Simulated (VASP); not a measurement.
# Ti (P6_3/mmc) in VASP: further runs, part 2 of 2

VASP 6.6.1.

**4. Single point, RPBE**

This run uses another cell than the first one, of 17.90 Å³/atom, 1.046 times its volume.

File INCAR:

```
SYSTEM = Ti
PREC = Accurate
ENCUT = 520
EDIFF = 1E-7
ISMEAR = 1
SIGMA = 0.1
LREAL = .FALSE.
LASPH = .TRUE.
NELM = 60
ALGO = Normal
ISIF = 2
LWAVE = .FALSE.
LCHARG = .TRUE.
GGA = RP
LELF = .TRUE.
LVHAR = .TRUE.
NBANDS = 19
```

File KPOINTS:

```
Automatic mesh
0
G
  13 13 7
  0 0 0
```

File POSCAR:

```
Ti
1.0
    2.9670322994      0.0000000000      0.0000000000
   -1.4835161497      2.5695253452      0.0000000000
    0.0000000000      0.0000000000      4.6951663100
Ti
2
Direct
    0.3333333333      0.6666666667      0.2500000000
    0.6666666667      0.3333333333      0.7500000000
```

Potentials or basis: VASP PAW PBE potentials, release 64 (Ti_sv).

Command:

```sh
$ cat potpaw_PBE.64/Ti_sv/POTCAR > POTCAR
$ mpirun -np 1 vasp_std > vasp.out
```

OUTCAR:

```text
SYSTEM = Ti
   PREC = Accurate
   ENCUT = 520
   EDIFF = 1E-7
   ISMEAR = 1
   LREAL = .FALSE.
   LASPH = .TRUE.
   NELM = 60
   ISIF = 2
   GGA = RP

 ion  position               nearest neighbor table
   1  0.333  0.667  0.250-   2 2.91   2 2.91   2 2.91   2 2.91   2 2.91   2 2.91
   2  0.667  0.333  0.750-   1 2.91   1 2.91   1 2.91   1 2.91   1 2.91   1 2.91

  LATTYP: Found a hexagonal cell.
 ALAT       =     2.9670322994
 C/A-ratio  =     1.5824452976

  Lattice vectors:

 A1 = (   2.9670322994,   0.0000000000,   0.0000000000)
 A2 = (  -1.4835161497,   2.5695253452,   0.0000000000)
 A3 = (   0.0000000000,   0.0000000000,   4.6951663100)

Analysis of symmetry for initial positions (statically):
=====================================================================
 Subroutine PRICEL returns:
 Original cell was already a primitive cell.

 Routine SETGRP: Setting up the symmetry group for a
 hexagonal supercell.

 Subroutine GETGRP returns: Found 24 space group operations
 (whereof 12 operations were pure point group operations)
 out of a pool of 24 trial point group operations.

The static configuration has the point symmetry D_3d.
 The point group associated with its full space group is D_6h.

Analysis of symmetry for dynamics (positions and initial velocities):
=====================================================================
 Subroutine PRICEL returns:
 Original cell was already a primitive cell.

 Routine SETGRP: Setting up the symmetry group for a
 hexagonal supercell.

 Subroutine GETGRP returns: Found 24 space group operations
 (whereof 12 operations were pure point group operations)
 out of a pool of 24 trial point group operations.

The dynamic configuration has the point symmetry D_3d.
 The point group associated with its full space group is D_6h.

 Subroutine INISYM returns: Found 24 space group operations
 (whereof 12 operations are pure point group operations),
 and found     1 'primitive' translations

----------------------------------------------------------------------------------------

                                     Primitive cell

  volume of cell :      35.7953

  direct lattice vectors                    reciprocal lattice vectors
     2.967032299  0.000000000  0.000000000     0.337037113  0.194588468  0.000000000
    -1.483516150  2.569525345  0.000000000     0.000000000  0.389176936  0.000000000
     0.000000000  0.000000000  4.695166310     0.000000000  0.000000000  0.212985001

  length of vectors
     2.967032299  2.967032299  4.695166310     0.389176936  0.389176936  0.212985001

  position of ions in fractional coordinates (direct lattice)
     0.333333333  0.666666667  0.250000000
     0.666666667  0.333333333  0.750000000

  ion indices of the primitive-cell ions
   primitive index   ion index
                 1           1
                 2           2

----------------------------------------------------------------------------------------

 KPOINTS: Automatic mesh

Automatic generation of k-mesh.
 Grid dimensions read from file:
 generate k-points for:   13   13    7

 Generating k-lattice:

  Cartesian coordinates                     Fractional coordinates (reciprocal lattice)
     0.025925932  0.014968344  0.000000000     0.076923077  0.000000000  0.000000000
     0.000000000  0.029936687  0.000000000     0.000000000  0.076923077  0.000000000
     0.000000000  0.000000000  0.030426429     0.000000000  0.000000000  0.142857143

  Length of vectors
     0.029936687  0.029936687  0.030426429

  Shift w.r.t. Gamma in fractional coordinates (k-lattice)
     0.000000000  0.000000000  0.000000000

 Subroutine IBZKPT returns following result:
 ===========================================

 Found     84 irreducible k-points:

 Following reciprocal coordinates:
            Coordinates               Weight
  0.000000  0.000000  0.000000      1.000000
  0.076923  0.000000  0.000000      6.000000
  0.153846  0.000000  0.000000      6.000000
  0.230769  0.000000  0.000000      6.000000
  0.307692  0.000000  0.000000      6.000000
  0.384615  0.000000  0.000000      6.000000
[... 16 lines left out ...]
  0.076923  0.000000  0.142857     12.000000
  0.153846  0.000000  0.142857     12.000000
 [... further k-points ...]
   k-points           NKPTS =     84   k-points in BZ     NKDIM =     84   number of bands    NBANDS=     19
   number of dos      NEDOS =    301   number of ions     NIONS =      2
   total plane-waves  NPLWV =  20736
   dimension x,y,z NGX =    24 NGY =   24 NGZ =   36
   dimension x,y,z NGXF=    48 NGYF=   48 NGZF=   72
   ions per type =               2
   NGX,Y,Z   is equivalent  to a cutoff of  13.45, 13.45, 12.75 a.u.
   NGXF,Y,Z  is equivalent  to a cutoff of  26.89, 26.89, 25.49 a.u.
 SYSTEM =  Ti
   PREC   = accura    normal or accurate (medium, high low for compatibility)
   ISTART =      0    job   : 0-new  1-cont  2-samecut
   ICHARG =      2    charge: 1-file 2-atom 10-const
   ISPIN  =      1    spin polarized calculation?
   LNONCOLLINEAR =      F non collinear calculations
   LSORBIT =      F    spin-orbit coupling
   LASPH  =      T    aspherical Exc in radial PAW
   ENCUT  =  520.0 eV  38.22 Ry    6.18 a.u.   5.52  5.52  8.73*2*pi/ulx,y,z
   NELM   =     60;   NELMIN=  2; NELMDL= -5     # of ELM steps
   EDIFF  = 0.1E-06   stopping-criterion for ELM
   LREAL  =      F    real-space projection
   EDIFFG = 0.1E-05   stopping-criterion for IOM
   NSW    =      0    number of steps for IOM
   IBRION =     -1    ionic relax: 0-MD 1-quasi-New 2-CG
   NFREE  =      0    steps in history (QN), initial steepest desc. (CG)
   ISIF   =      2    stress and relaxation
   ISYM   =      2    0-nonsym 1-usesym 2-fastsym
   POTIM  = 0.5000    time-step for ionic-motion
   TEBEG  =    0.0;   TEEND  =   0.0 temperature during run
   PSTRESS=    0.0 pullay stress
   NELECT =      24.0000    total number of electrons
   NUPDOWN=      -1.0000    fix difference up-down
   EMIN   =  10.00;   EMAX   =-10.00  energy-range for DOS
   EFERMI =   0.00;   METHOD = LEGACY
   ISMEAR =     1;   SIGMA  =   0.10  broadening in eV -4-tet -1-fermi 0-gaus
   EFERMI_NEDOS =   21; number of points for ismear=-14 and -15
   IALGO  =     38    algorithm
   IMIX   =      4    mixing-type and parameters
     AMIX     =   0.40;   BMIX     =  1.00
     AMIX_MAG =   1.60;   BMIX_MAG =  1.00
  volume/ion in A,a.u.               =      17.90       120.78
  Fermi-wavevector in a.u.,A,eV,Ry     =   1.432858  2.707709 27.933882  2.053082
  Thomas-Fermi vector in A             =   2.552440
   LORBIT       =      0    0 simple, 1 ext, 2 COOP (PROOUT), +10 PAW based schemes
   GGA     = RP    functional components
   LHFCALC =     F    Hartree Fock is set to
   AEXX    =    0.0000 exact exchange contribution
   IVDW    =     0    specifies the selected vdW correction
   LEPSILON=     F    determine dielectric tensor
   LRPA    =     F    only Hartree local field effects (RPA)
 non-spin polarized calculation
 Methfessel and Paxton  Order N= 1 SIGMA  =   0.10
  energy-cutoff  :      520.00
  volume of cell :       35.80
 maximum number of plane-waves:       996
 NGX is ok and might be reduce to    24
   NGX = 11   NGY = 11   NGZ = 17

 number of electron      24.0000004 magnetization

 Free energy of the ion-electron system (eV)
  ---------------------------------------------------
  ext. energy  EPLUGINS =         0.00000000
  ---------------------------------------------------
  free energy    TOTEN  =       -14.87743064 eV

  energy without entropy =      -14.87753276  energy(sigma->0) =      -14.87746468

 E-fermi :   8.1559     XC(G=0): -11.2485

 val. band max:        8.1295537697   @ k =   0.2308   0.2308   0.4286
 cond. band min:       8.1610349459   @ k =   0.0769   0.0769   0.4286
 fundamental gap:      0.0314811762
 Fermi energy:         8.1558987373

 k-point     1 :       0.0000    0.0000    0.0000
  band No.  band energies     occupation
      1     -48.9213      2.00000
      2     -48.8016      2.00000
      3     -25.4069      2.00000
      4     -24.8207      2.00000
      5     -24.8207      2.00000
      6     -24.7697      2.00000
[... 11 lines left out ...]
     18       9.7152     -0.00000
     19      11.1789      0.00000

 k-point     2 :       0.0769    0.0000    0.0000
  band No.  band energies     occupation
      1     -48.9162      2.00000
      2     -48.7997      2.00000
      3     -25.3952      2.00000
      4     -24.8443      2.00000
      5     -24.8286      2.00000
      6     -24.7747      2.00000
[... 476 lines left out ...]
 k-point    24 :       0.1538    0.0000    0.1429
  band No.  band energies     occupation
      1     -48.8967      2.00000
      2     -48.7998      2.00000
      3     -25.3375      2.00000
      4     -24.9036      2.00000
      5     -24.8597      2.00000
      6     -24.8448      2.00000
[... 11 lines left out ...]
     18       9.8704     -0.00000
     19      11.3069      0.00000

 [... further k-points ...]
[... 5 lines left out ...]
  --------------------------------------------------------------------------------------
  -------------------------------------------------------------------------------------
  Total       -0.0549613     -0.0549613     -0.0604465      0.0000000      0.0000000      0.0000000
  in kB       -2.4600336     -2.4600336     -2.7055509      0.0000000      0.0000000      0.0000000
  external PRESSURE =      -2.5418727 kB  Pullay stress =       0.0000000 kB

 VOLUME and BASIS-vectors are now :
 -----------------------------------------------------------------------------
  energy-cutoff  :      520.00
  volume of cell :       35.80
      direct lattice vectors                 reciprocal lattice vectors
     2.967032299  0.000000000  0.000000000     0.337037113  0.194588468  0.000000000
    -1.483516150  2.569525345  0.000000000     0.000000000  0.389176936  0.000000000
     0.000000000  0.000000000  4.695166310     0.000000000  0.000000000  0.212985001

 POSITION                                       TOTAL-FORCE (eV/Angst)
 -----------------------------------------------------------------------------------
     -0.00000      1.71302      1.17379        -0.000000      0.000000      0.000000
      1.48352      0.85651      3.52137         0.000000     -0.000000      0.000000
 -----------------------------------------------------------------------------------
    total drift:                               -0.000000      0.000000     -0.000000

  FREE ENERGIE OF THE ION-ELECTRON SYSTEM (eV)
  ---------------------------------------------------
  free  energy   TOTEN  =       -14.8774306439 eV

  energy  without entropy=      -14.8775327588  energy(sigma->0) =      -14.87746468
```

stdout:

```text
POSCAR found type information on POSCAR Ti
 POSCAR found :  1 types and       2 ions
 scaLAPACK will be used
 -----------------------------------------------------------------------------
|                                                                             |
|                                                                             |
|     You enforced a specific xc type in the INCAR file but a different       |
|     I HOPE YOU KNOW WHAT YOU ARE DOING!                                     |
|                                                                             |
 -----------------------------------------------------------------------------

 LDA part: xc-table for (Slater+PW92), standard interpolation
 POSCAR, INCAR and KPOINTS ok, starting setup
 FFT: planning ... GRIDC
 FFT: planning ... GRID_SOFT
 FFT: planning ... GRID
 WAVECAR not read
 entering main loop
```

It took 32 s on 1 thread of Intel Xeon Platinum 8488C (Sapphire Rapids), shared host; peak memory 0.18 GiB.

Results:

* Free energy: -14.8774 eV
* Pressure: -0.3 GPa
* Band gap on the k mesh: zero (band 12 reaches 8.90 eV, above the bottom of band 13 at 7.82 eV)

Levels at points of the mesh, in eV from the Fermi level:
```tsv
k point	band 9	band 10	band 11	band 12	band 13	band 14	band 15	band 16
(0.00, 0.00, 0.00)	-6.18	-2.64	0.65	0.75	0.75	0.85	1.23	1.23
```

Caveat: the PAW data sets were made with another functional, which shifts forces and pressure a little.

**5. Summary**

| level | cell | gap on the mesh (eV) | pressure (GPa) |
| --- | --- | --- | --- |
| PBE+D4 | a = 2.921, b = 2.921, c = 4.630 Å, angles 90.0, 90.0, 120.0°, 2 atoms | none | -0.2 |
| PBE | a = 2.938, b = 2.938, c = 4.653 Å, angles 90.0, 90.0, 120.0°, 2 atoms | none | -0.2 |
| RPBE | a = 2.967, b = 2.967, c = 4.695 Å, angles 90.0, 90.0, 120.0°, 2 atoms | none | -0.3 |

Alike in all rows: task single point; potentials or basis VASP PAW PBE potentials, release 64 (Ti_sv); no spin polarisation; k mesh 13 × 13 × 7; cutoff (eV) 520; smearing methfessel-paxton 0.1 eV.

Caveats: pairwise dispersion overbinds metals, which lowers pressure and volume (some runs); the PAW data sets were made with another functional, which shifts forces and pressure a little (some runs).

Absolute energies hang on the potentials; compare differences alone.
